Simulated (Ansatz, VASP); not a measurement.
**Two plane-wave programs on Sb**

File INCAR:

```
PREC = Accurate
ENCUT = 400
EDIFF = 1E-8
ISMEAR = -1
SIGMA = 0.05
LREAL = F
LASPH = T
NELM = 120
ALGO = Normal
ISIF = 2
LWAVE = F
LCHARG = F
GGA = PE
LEFG = T
NBANDS = 8
GGA_COMPAT = F
```

The input KPOINTS:

```
regular mesh
0
Gamma
  13 13 13
```

File POSCAR:

```
Sb
1.0
    3.1600000000      0.0000000000      0.0000000000
    0.0000000000      3.1600000000      0.0000000000
    0.0000000000      0.0000000000      3.1600000000
Sb
1
Direct
    0.0000000000      0.0000000000      0.0000000000
```

Input for Ansatz:

```yaml
crystal:
  lattice:
    - [3.16, 0.0, 0.0]
    - [0.0, 3.16, 0.0]
    - [0.0, 0.0, 3.16]
  atoms:
    - { symbol: Sb, position: [0.0, 0.0, 0.0] }
kpoints:
  mp_grid: { grid: [13, 13, 13] }
  band_path:
    path:
      - [0.0, 0.0, 0.0]
      - [0.0, 0.5, 0.0]
      - [0.5, 0.5, 0.0]
      - [0.0, 0.0, 0.0]
      - [0.5, 0.5, 0.5]
      - [0.0, 0.5, 0.0]
      - [0.5, 0.5, 0.5]
      - [0.5, 0.5, 0.0]
    npoints: 14
scf:
  occupations: { method: fermi_dirac, width: 0.05 }
hamiltonian:
  xc: pbe
  pseudopotentials: { kind: paw }
output:
  forces: true
  stress: true
  eigenvalues: true
  efg: { contact_densities: true }
  populations: true
  bader: true
  dos: { projected: true, de: 0.2, e_range: [-14, 8] }
  write_density: true
  write_potential: true
  elf: true
  volumetric_format: npy
```

Alike in both runs: task electric field gradients; functional PBE; k mesh 13 × 13 × 13; occupations fermi-dirac, width 0.05 eV; no spin polarisation.

|  | VASP | Ansatz |
| --- | --- | --- |
| version | VASP 6.6.1 | Ansatz 0.2.0 |
| potentials or method | VASP PAW PBE potentials, release 64 (Sb) | PAW with Ansatz's default frozen-core files, scalar-relativistic |
| plane-wave cutoff (eV) | 400 | 420 |
| valence electrons in the cell | 5 | 15 |

VASP gave:

- pressure (GPa): -2.6

Q: Estimate Ansatz's values.

A: Pressure (GPa): -2.5.

VASP's potentials hold 5 valence electrons a cell and Ansatz's 15, so a difference there can come from the potentials and not from the codes.

Spin-orbit coupling is off throughout.
